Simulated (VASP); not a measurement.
Here is a VASP 6.6.1 calculation.

Contents of INCAR:

```
ALGO = Normal
EDIFF = 1E-6
ENCUT = 500
GGA = PE
GGA_COMPAT = F
ISIF = 2
ISMEAR = 0
LASPH = T
LCHARG = F
LREAL = F
LWAVE = F
NBANDS = 11
NELM = 120
PREC = Accurate
SIGMA = 0.1
```

File KPOINTS:

```
k-points
0
Gamma
  10 10 10
```

The input POSCAR:

```
Pt
1.0
    0.0000000000      1.9852498410      1.9852498410
    1.9852498410      0.0000000000      1.9852498410
    1.9852498410      1.9852498410      0.0000000000
Pt
1
Direct
    0.0000000000      0.0000000000      0.0000000000
```

Potentials or basis: VASP PAW PBE potentials, release 64 (Pt).

Command:

```bash
$ cat potpaw_PBE.64/Pt/POTCAR > POTCAR
$ mpirun -np 1 vasp_std > vasp.out
```

Q: Predict the pressure.

A: -0.5 GPa.

Q: What does it give for the band gap on the k mesh?

A: Zero (bands 5 and 6 overlap by 2.07 eV).

Caveat: spin-orbit coupling is left out, which moves the levels of the heavy elements.
